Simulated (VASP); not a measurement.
Wanted: the native input for a VASP 6.6.1 run.

- Task: single point
- Functional: PBE
- Potentials or basis: VASP PAW PBE potentials, release 64 (Y_sv, N)
- Cutoff: 600 eV
- k mesh: 9 × 9 × 9
- Occupations: fermi-dirac, width 0.03 eV
- Spin: no spin polarisation
- Dipole correction: no
- Further INCAR settings: ALGO = Normal; EDIFF = 1e-06; NBANDS = 15

The structure of YN lies in POSCAR:

```
YN
1.0
    0.0000000000      2.4303444207      2.4303444207
    2.4303444207      0.0000000000      2.4303444207
    2.4303444207      2.4303444207      0.0000000000
Y N
1 1
Direct
    0.0000000000      0.0000000000      0.0000000000
    0.5000000000      0.5000000000      0.5000000000
```

This cell differs from its parent crystal: volume scaled by 0.99.

The input as run:

INCAR

```
SYSTEM = YN
PREC     = Accurate       ! precision mode
ENCUT    = 600            ! plane-wave cutoff, eV
EDIFF    = 1E-6           ! SCF threshold, eV
ISMEAR   = -1             ! smearing method
SIGMA    = 0.03           ! smearing width, eV
LREAL    = .False.        ! projectors in reciprocal space
LASPH    = .True.         ! aspherical terms in the spheres
NELM     = 120            ! most SCF steps
ALGO     = Normal         ! electronic algorithm
ISIF     = 2              ! what is computed and relaxed
LWAVE    = .False.        ! write WAVECAR
LCHARG   = .False.        ! write CHGCAR
GGA      = PE             ! functional
NBANDS   = 15             ! bands
GGA_COMPAT= .False.
```

KPOINTS

```
Automatic mesh
0
Gamma
  9 9 9
  0 0 0
```

Potentials or basis: VASP PAW PBE potentials, release 64 (Y_sv, N).

Launch:

```bash
$ cat potpaw_PBE.64/Y_sv/POTCAR potpaw_PBE.64/N/POTCAR > POTCAR
$ mpirun -np 1 vasp_std > vasp.out
```

Results of the run:

```yaml
Pressure: 4.5 GPa
Band_gap_on_the_k_mesh: 0.22 eV, indirect (least direct gap 0.61 eV)
```

Wall time 37 s on 1 thread of Intel Xeon 8259CL (shared host), peak memory 0.19 GiB.
